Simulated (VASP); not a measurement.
# Te in VASP: single point with RPBE+D3(BJ)

Aim: the single point of Te with RPBE+D3(BJ).

All numbers are computed with VASP 6.6.1; they aren't measurements. Logs are shortened: lines on timing, memory, paths and dates and some standing lists are left out, and cuts for length are marked.

**1. The cell of the first run**

The typed cell holds 3 atoms: a = 3.117 Å, b = 3.117 Å, c = 7.272 Å, α = 90.00°, β = 90.00°, γ = 120.00°.

**2. Single point, RPBE+D3(BJ)**

INCAR

```
SYSTEM = Te
ALGO = Normal
EDIFF = 1E-6
ENCUT = 520
GGA = RP
ISIF = 2
ISMEAR = -1
IVDW = 12
LASPH = .True.
LCHARG = .True.
LELF = .True.
LREAL = .False.
LVHAR = .True.
LWAVE = .False.
NBANDS = 16
NELM = 60
PREC = Accurate
SIGMA = 0.05
```

KPOINTS

```
k-points
0
Gamma
  7 7 5
  0 0 0
```

POSCAR

```
Te
1.0
    3.1171998851      0.0000000000      0.0000000000
   -1.5585999425      2.6995742891      0.0000000000
    0.0000000000      0.0000000000      7.2718688874
Te
3
Direct
    0.6665651374      0.6665651374      0.0000000000
    0.0000000000      0.3334348626      0.6666666667
    0.3334348626      0.0000000000      0.3333333333
```

Potentials or basis: VASP PAW PBE potentials, release 64 (Te).

Started as:

```sh
$ cat potpaw_PBE.64/Te/POTCAR > POTCAR
$ mpirun -np 1 vasp_std > vasp.out
```

OUTCAR:

```text
SYSTEM = Te
   EDIFF = 1E-6
   ENCUT = 520
   GGA = RP
   ISIF = 2
   ISMEAR = -1
   IVDW = 12
   LASPH = .True.
   LREAL = .False.
   NELM = 60
   PREC = Accurate
 IVDW          = 12

 ion  position               nearest neighbor table
   1  0.667  0.667  0.000-   3 3.02   3 3.02   2 3.02   2 3.02   2 3.02   3 3.02
   2  0.000  0.333  0.667-   1 3.02   1 3.02   3 3.02   3 3.02   1 3.02   3 3.02
   3  0.333  0.000  0.333-   1 3.02   1 3.02   2 3.02   2 3.02   1 3.02   2 3.02

  LATTYP: Found a hexagonal cell.
 ALAT       =     3.1171998851
 C/A-ratio  =     2.3328208506

  Lattice vectors:

 A1 = (   3.1171998851,   0.0000000000,   0.0000000000)
 A2 = (  -1.5585999425,   2.6995742891,   0.0000000000)
 A3 = (   0.0000000000,   0.0000000000,   7.2718688874)

Analysis of symmetry for initial positions (statically):
=====================================================================
 Subroutine PRICEL returns:
 Original cell was already a primitive cell.

 Routine SETGRP: Setting up the symmetry group for a
 hexagonal supercell.

 Subroutine GETGRP returns: Found  6 space group operations
 (whereof  2 operations were pure point group operations)
 out of a pool of 24 trial point group operations.

The static configuration has the point symmetry C_2 .
 The point group associated with its full space group is D_3 .

Analysis of symmetry for dynamics (positions and initial velocities):
=====================================================================
 Subroutine PRICEL returns:
 Original cell was already a primitive cell.

 Routine SETGRP: Setting up the symmetry group for a
 hexagonal supercell.

 Subroutine GETGRP returns: Found  6 space group operations
 (whereof  2 operations were pure point group operations)
 out of a pool of 24 trial point group operations.

The dynamic configuration has the point symmetry C_2 .
 The point group associated with its full space group is D_3 .

 Subroutine INISYM returns: Found  6 space group operations
 (whereof  2 operations are pure point group operations),
 and found     1 'primitive' translations

----------------------------------------------------------------------------------------

                                     Primitive cell

  volume of cell :      61.1936

  direct lattice vectors                    reciprocal lattice vectors
     3.117199885  0.000000000  0.000000000     0.320800730  0.185214388  0.000000000
    -1.558599942  2.699574289  0.000000000     0.000000000  0.370428776  0.000000000
     0.000000000  0.000000000  7.271868887     0.000000000  0.000000000  0.137516231

  length of vectors
     3.117199885  3.117199885  7.271868887     0.370428776  0.370428776  0.137516231

  position of ions in fractional coordinates (direct lattice)
     0.666565137  0.666565137  0.000000000
     1.000000000  0.333434863  0.666666667
     0.333434863  0.000000000  0.333333333

  ion indices of the primitive-cell ions
   primitive index   ion index
                 1           1
                 2           2
                 3           3

----------------------------------------------------------------------------------------

 KPOINTS: k-points

Automatic generation of k-mesh.
 Grid dimensions read from file:
 generate k-points for:    7    7    5

 Generating k-lattice:

  Cartesian coordinates                     Fractional coordinates (reciprocal lattice)
     0.045828676  0.026459198  0.000000000     0.142857143 -0.000000000  0.000000000
     0.000000000  0.052918397  0.000000000     0.000000000  0.142857143  0.000000000
     0.000000000  0.000000000  0.027503246     0.000000000  0.000000000  0.200000000

  Length of vectors
     0.052918397  0.052918397  0.027503246

  Shift w.r.t. Gamma in fractional coordinates (k-lattice)
     0.000000000  0.000000000  0.000000000

 Subroutine IBZKPT returns following result:
 ===========================================

 Found     32 irreducible k-points:

 Following reciprocal coordinates:
            Coordinates               Weight
  0.000000  0.000000  0.000000      1.000000
  0.142857  0.000000  0.000000      6.000000
  0.285714 -0.000000  0.000000      6.000000
  0.428571  0.000000  0.000000      6.000000
  0.142857  0.142857  0.000000      6.000000
  0.285714  0.142857  0.000000     12.000000
[... 16 lines left out ...]
  0.000000  0.142857  0.400000      6.000000
  0.285714 -0.000000  0.400000      6.000000
 [... further k-points ...]
   k-points           NKPTS =     32   k-points in BZ     NKDIM =     32   number of bands    NBANDS=     16
   number of dos      NEDOS =    301   number of ions     NIONS =      3
   total plane-waves  NPLWV =  31104
   dimension x,y,z NGX =    24 NGY =   24 NGZ =   54
   dimension x,y,z NGXF=    48 NGYF=   48 NGZF=  108
   ions per type =               3
   NGX,Y,Z   is equivalent  to a cutoff of  12.80, 12.80, 12.35 a.u.
   NGXF,Y,Z  is equivalent  to a cutoff of  25.60, 25.60, 24.69 a.u.
 SYSTEM =  Te
   PREC   = accura    normal or accurate (medium, high low for compatibility)
   ISTART =      0    job   : 0-new  1-cont  2-samecut
   ICHARG =      2    charge: 1-file 2-atom 10-const
   ISPIN  =      1    spin polarized calculation?
   LNONCOLLINEAR =      F non collinear calculations
   LSORBIT =      F    spin-orbit coupling
   LASPH  =      T    aspherical Exc in radial PAW
   ENCUT  =  520.0 eV  38.22 Ry    6.18 a.u.   5.80  5.80 13.52*2*pi/ulx,y,z
   NELM   =     60;   NELMIN=  2; NELMDL= -5     # of ELM steps
   EDIFF  = 0.1E-05   stopping-criterion for ELM
   LREAL  =      F    real-space projection
   EDIFFG = 0.1E-04   stopping-criterion for IOM
   NSW    =      0    number of steps for IOM
   IBRION =     -1    ionic relax: 0-MD 1-quasi-New 2-CG
   NFREE  =      0    steps in history (QN), initial steepest desc. (CG)
   ISIF   =      2    stress and relaxation
   ISYM   =      2    0-nonsym 1-usesym 2-fastsym
   POTIM  = 0.5000    time-step for ionic-motion
   TEBEG  =    0.0;   TEEND  =   0.0 temperature during run
   PSTRESS=    0.0 pullay stress
   NELECT =      18.0000    total number of electrons
   NUPDOWN=      -1.0000    fix difference up-down
   EMIN   =  10.00;   EMAX   =-10.00  energy-range for DOS
   EFERMI =   0.00;   METHOD = LEGACY
   ISMEAR =    -1;   SIGMA  =   0.05  broadening in eV -4-tet -1-fermi 0-gaus
   EFERMI_NEDOS =   21; number of points for ismear=-14 and -15
   IALGO  =     38    algorithm
   IMIX   =      4    mixing-type and parameters
     AMIX     =   0.40;   BMIX     =  1.00
     AMIX_MAG =   1.60;   BMIX_MAG =  1.00
  volume/ion in A,a.u.               =      20.40       137.65
  Fermi-wavevector in a.u.,A,eV,Ry     =   1.088755  2.057449 16.128189  1.185388
  Thomas-Fermi vector in A             =   2.224944
   LORBIT       =      0    0 simple, 1 ext, 2 COOP (PROOUT), +10 PAW based schemes
   GGA     = RP    functional components
   LHFCALC =     F    Hartree Fock is set to
   AEXX    =    0.0000 exact exchange contribution
   IVDW    =    12    specifies the selected vdW correction
   LEPSILON=     F    determine dielectric tensor
   LRPA    =     F    only Hartree local field effects (RPA)
 non-spin polarized calculation
  energy-cutoff  :      520.00
  volume of cell :       61.19
 maximum number of plane-waves:      1665
 NGX is ok and might be reduce to    24
   NGX = 11   NGY = 11   NGZ = 27

 number of electron      18.0000000 magnetization

 Free energy of the ion-electron system (eV)
  ---------------------------------------------------
  ext. energy  EPLUGINS =         0.00000000
  ---------------------------------------------------
  free energy    TOTEN  =        -4.73041718 eV

  energy without entropy =       -4.72166754  energy(sigma->0) =       -4.72604236

 E-fermi :  13.1993     XC(G=0): -11.6123

 val. band max:       13.1075980231   @ k =   0.2857  -0.0000   0.2000
 cond. band min:      13.3000139558   @ k =   0.1429   0.0000   0.4000
 fundamental gap:      0.1924159327
 Fermi energy:        13.1993199792

 k-point     1 :       0.0000    0.0000    0.0000
  band No.  band energies     occupation
      1      -3.8262      2.00000
      2      -0.9287      2.00000
      3      -0.9287      2.00000
      4       8.4981      2.00000
      5       8.4981      2.00000
      6      15.9093      0.00000
[... 8 lines left out ...]
     15      22.6118      0.00000
     16      22.6121      0.00000

 k-point     2 :       0.1429    0.0000    0.0000
  band No.  band energies     occupation
      1      -3.3999      2.00000
      2      -0.5196      2.00000
      3      -0.5122      2.00000
      4       8.8038      2.00000
      5       8.8365      2.00000
      6      12.3037      2.00000
[... 8 lines left out ...]
     15      22.2047      0.00000
     16      22.8214      0.00000

 k-point     3 :       0.2857   -0.0000    0.0000
  band No.  band energies     occupation
      1      -2.1353      2.00000
      2       0.6254      2.00000
      3       0.7228      2.00000
      4       7.7562      2.00000
      5       8.7824      2.00000
      6      10.2444      2.00000
[... 8 lines left out ...]
     15      20.5104      0.00000
     16      21.0456      0.00000

 k-point     4 :       0.4286    0.0000    0.0000
  band No.  band energies     occupation
      1      -0.1380      2.00000
      2       1.5985      2.00000
      3       2.6037      2.00000
      4       5.2132      2.00000
      5       6.2275      2.00000
      6       6.9766      2.00000
[... 8 lines left out ...]
     15      18.8517      0.00000
     16      19.3312      0.00000
[... 324 lines left out ...]
 k-point    22 :       0.1429    0.0000    0.4000
  band No.  band energies     occupation
      1      -2.9325      2.00000
      2      -2.3469      2.00000
      3       1.7850      2.00000
      4       5.2058      2.00000
      5      12.4823      2.00000
      6      13.3000      0.23551
[... 8 lines left out ...]
     15      21.4687      0.00000
     16      21.9010      0.00000

 k-point    23 :       0.0000    0.1429    0.4000
  band No.  band energies     occupation
      1      -2.9307      2.00000
      2      -2.3500      2.00000
      3       1.7930      2.00000
      4       5.1903      2.00000
      5      12.5379      2.00000
      6      12.8919      1.99574
[... 8 lines left out ...]
     15      22.1518      0.00000
     16      22.3672      0.00000

 k-point    24 :       0.2857   -0.0000    0.4000
  band No.  band energies     occupation
      1      -1.6855      2.00000
      2      -1.0818      2.00000
      3       2.7353      2.00000
      4       6.4903      2.00000
      5       8.4898      2.00000
      6       8.8541      2.00000
[... 8 lines left out ...]
     15      18.6193      0.00000
     16      21.6555      0.00000

 [... further k-points ...]

------------------------ aborting loop because EDIFF is reached ----------------------------------------

 Edisp (eV)  -11.13587

 E8    (eV) :    -7.4492

  FORCE on cell =-STRESS in cart. coord.  units (eV):
  Direction    XX          YY          ZZ          XY          YZ          ZX
  --------------------------------------------------------------------------------------
  -------------------------------------------------------------------------------------
  Total      -0.10453    -0.10453    -0.09695    -0.00000     0.00000     0.00000
  in kB      -2.73672    -2.73672    -2.53826    -0.00000     0.00000     0.00000
  external pressure =       -2.67 kB  Pullay stress =        0.00 kB

 VOLUME and BASIS-vectors are now :
 -----------------------------------------------------------------------------
  energy-cutoff  :      520.00
  volume of cell :       61.19
      direct lattice vectors                 reciprocal lattice vectors
     3.117199885  0.000000000  0.000000000     0.320800730  0.185214388  0.000000000
    -1.558599942  2.699574289  0.000000000     0.000000000  0.370428776  0.000000000
     0.000000000  0.000000000  7.271868887     0.000000000  0.000000000  0.137516231

 POSITION                                       TOTAL-FORCE (eV/Angst)
 -----------------------------------------------------------------------------------
      1.03891      1.79944      0.00000         0.000550      0.000952     -0.000000
     -0.51969      0.90013      4.84791         0.000550     -0.000952     -0.000000
      1.03938      0.00000      2.42396        -0.001099     -0.000000      0.000000
 -----------------------------------------------------------------------------------
    total drift:                                0.000000     -0.000000      0.000000

  FREE ENERGIE OF THE ION-ELECTRON SYSTEM (eV)
  ---------------------------------------------------
  free  energy   TOTEN  =       -15.8662908478 eV

  energy  without entropy=      -15.8575412089  energy(sigma->0) =      -15.86191603
```

It used 11 s of CPU time on 1 thread of Intel(R) Xeon(R) 6975P-C (Granite Rapids), on a shared host.

Results:

```
Free energy                : -15.8663 eV
Pressure                   : -0.3 GPa
Band gap on the k mesh     : zero (bands 9 and 10 overlap by 6.05 eV)
Dispersion energy per atom : -3.712 eV
```

Caveat: the PAW data sets were made with another functional, which shifts forces and pressure a little; spin-orbit coupling is left out, which moves the levels of the heavy elements.
